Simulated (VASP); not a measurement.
# SrO (P6_3mc) in VASP: a series of runs, part 2 of 2

VASP 6.6.1. Earlier steps stand in the parts before.

### 4 Single point, PBE

Input file INCAR:

```
SYSTEM = SrO
ALGO = Normal
EDIFF = 1E-6
ENCUT = 520
GGA = PE
ISIF = 2
ISMEAR = 0
LASPH = .True.
LCHARG = .False.
LREAL = .False.
LWAVE = .False.
NBANDS = 24
NELM = 80
PREC = Accurate
SIGMA = 0.05
```

Input file KPOINTS:

```
k-points
0
Gamma
  9 9 4
  0 0 0
```

Input file POSCAR:

```
SrO
1.0
    3.5769478779      0.0000000000      0.0000000000
   -1.7884739390      3.0977277303      0.0000000000
    0.0000000000      0.0000000000      6.2426216355
Sr O
2 2
Direct
    0.3333333333      0.6666666667      0.2517315869
    0.6666666667      0.3333333333      0.7517315869
    0.0000000000      0.0000000000     -0.0094831953
    0.0000000000      0.0000000000      0.4905168047
```

Potentials or basis: VASP PAW PBE potentials, release 64 (Sr_sv, O).

Launch:

```
$ cat potpaw_PBE.64/Sr_sv/POTCAR potpaw_PBE.64/O/POTCAR > POTCAR
$ mpirun -np 1 vasp_std > vasp.out
```

OUTCAR:

```text
SYSTEM = SrO
   EDIFF = 1E-6
   ENCUT = 520
   GGA = PE
   ISIF = 2
   ISMEAR = 0
   LASPH = .True.
   LREAL = .False.
   NELM = 80
   PREC = Accurate

 ion  position               nearest neighbor table
   1  0.333  0.667  0.252-   4 2.55   4 2.55   4 2.55   3 2.63   3 2.63   3 2.63   2 3.74   2 3.74
                             2 3.74   2 3.74   2 3.74   2 3.74
   2  0.667  0.333  0.752-   3 2.55   3 2.55   3 2.55   4 2.63   4 2.63   4 2.63   1 3.74   1 3.74
                             1 3.74   1 3.74   1 3.74   1 3.74
   3  0.000  0.000  0.991-   2 2.55   2 2.55   2 2.55   1 2.63   1 2.63   1 2.63
   4  0.000  0.000  0.491-   1 2.55   1 2.55   1 2.55   2 2.63   2 2.63   2 2.63

  LATTYP: Found a hexagonal cell.
 ALAT       =     3.5769478779
 C/A-ratio  =     1.7452369586

  Lattice vectors:

 A1 = (   3.5769478779,   0.0000000000,   0.0000000000)
 A2 = (  -1.7884739390,   3.0977277303,   0.0000000000)
 A3 = (   0.0000000000,   0.0000000000,   6.2426216355)

Analysis of symmetry for initial positions (statically):
=====================================================================
 Subroutine PRICEL returns:
 Original cell was already a primitive cell.

[... 171 lines left out ...]
  ---------------------------------------------------
  free energy    TOTEN  =       -23.73766915 eV

  energy without entropy =      -23.73766915  energy(sigma->0) =      -23.73766915

 E-fermi :   2.3956     XC(G=0):  -9.9373

 val. band max:        2.1022722783   @ k =   0.0000   0.0000   0.0000
 cond. band min:       5.0932768131   @ k =   0.0000   0.0000   0.0000
 fundamental gap:      2.9910045348
 Fermi energy:         2.3955950076

 k-point     1 :       0.0000    0.0000    0.0000
  band No.  band energies     occupation
      1     -30.9130      2.00000
      2     -30.8128      2.00000
      3     -14.9234      2.00000
      4     -13.4256      2.00000
      5     -12.6067      2.00000
      6     -12.6067      2.00000
[... 637 lines left out ...]
     23      11.7066      0.00000
     24      11.7077      0.00000

 [... further k-points ...]
[... 5 lines left out ...]
  --------------------------------------------------------------------------------------
  -------------------------------------------------------------------------------------
  Total        0.2823977      0.2823977      0.2842677     -0.0000000      0.0000000      0.0000000
  in kB        6.5410722      6.5410722      6.5843849     -0.0000000      0.0000000      0.0000000
  external PRESSURE =       6.5555098 kB  Pullay stress =       0.0000000 kB

 VOLUME and BASIS-vectors are now :
 -----------------------------------------------------------------------------
  energy-cutoff  :      520.00
  volume of cell :       69.17
      direct lattice vectors                 reciprocal lattice vectors
     3.576947878  0.000000000  0.000000000     0.279567954  0.161408634  0.000000000
    -1.788473939  3.097727730  0.000000000     0.000000000  0.322817267  0.000000000
     0.000000000  0.000000000  6.242621635     0.000000000  0.000000000  0.160189109

 POSITION                                       TOTAL-FORCE (eV/Angst)
 -----------------------------------------------------------------------------------
     -0.00000      2.06515      1.57147        -0.000000      0.000000     -0.147838
      1.78847      1.03258      4.69278         0.000000     -0.000000     -0.147838
      0.00000      0.00000      6.18342         0.000000      0.000000      0.147838
      0.00000      0.00000      3.06211         0.000000      0.000000      0.147838
 -----------------------------------------------------------------------------------
    total drift:                               -0.000000     -0.000000     -0.000486

  FREE ENERGIE OF THE ION-ELECTRON SYSTEM (eV)
  ---------------------------------------------------
  free  energy   TOTEN  =       -23.7376691481 eV

  energy  without entropy=      -23.7376691481  energy(sigma->0) =      -23.73766915
```

OSZICAR:

```text
N       E                     dE             d eps       ncg     rms          rms(c)
DAV:   1     0.170904351538E+03    0.17090E+03   -0.16185E+04  1728   0.127E+03
DAV:   2    -0.184168862084E+02   -0.18932E+03   -0.17776E+03  2424   0.283E+02
DAV:   3    -0.281602304380E+02   -0.97433E+01   -0.96765E+01  2608   0.568E+01
DAV:   4    -0.284083127959E+02   -0.24808E+00   -0.24800E+00  2392   0.712E+00
DAV:   5    -0.284099434332E+02   -0.16306E-02   -0.16306E-02  2376   0.699E-01    0.223E+01
DAV:   6    -0.239488396717E+02    0.44611E+01   -0.19798E+01  1856   0.244E+01    0.264E+01
DAV:   7    -0.238107348659E+02    0.13810E+00   -0.15398E+00  2528   0.670E+00    0.173E+01
DAV:   8    -0.237483690928E+02    0.62366E-01   -0.61830E-01  1800   0.520E+00    0.198E+00
DAV:   9    -0.237345884185E+02    0.13781E-01   -0.67097E-02  2584   0.176E+00    0.491E-01
DAV:  10    -0.237369996558E+02   -0.24112E-02   -0.72643E-03  2144   0.477E-01    0.191E-01
DAV:  11    -0.237375812285E+02   -0.58157E-03   -0.15814E-03  1992   0.222E-01    0.387E-02
DAV:  12    -0.237376708393E+02   -0.89611E-04   -0.18771E-04  2360   0.739E-02    0.481E-02
DAV:  13    -0.237376686557E+02    0.21836E-05   -0.19048E-05  1960   0.310E-02    0.840E-03
DAV:  14    -0.237376691481E+02   -0.49231E-06   -0.22705E-06  2192   0.870E-03
   1 F= -.23737669E+02 E0= -.23737669E+02  d E =-.985099E-19
```

stdout:

```text
POSCAR found type information on POSCAR SrO
 POSCAR found :  2 types and       4 ions
 scaLAPACK will be used
 LDA part: xc-table for (Slater+PW92), standard interpolation
 POSCAR, INCAR and KPOINTS ok, starting setup
 FFT: planning ... GRIDC
 FFT: planning ... GRID_SOFT
 FFT: planning ... GRID
 WAVECAR not read
 entering main loop
```

Run time: 60 s. Hardware: 1 thread of Intel Xeon 6975P-C, shared host; peak memory 0.21 GiB.

What came out:

```yaml
Free_energy: -23.7377 eV
Pressure: 0.7 GPa
Largest_force: 0.148 eV/Å
Band_gap_on_the_k_mesh: 2.99 eV, direct
```

Forces on the atoms (eV/Å):
```
Sr   0.000  0.000 -0.148
Sr   0.000  0.000 -0.148
O    0.000  0.000  0.148
O    0.000  0.000  0.148
```

A k mesh can miss the band edges. PBE gaps usually lie below the measured ones, often by a third to a half.
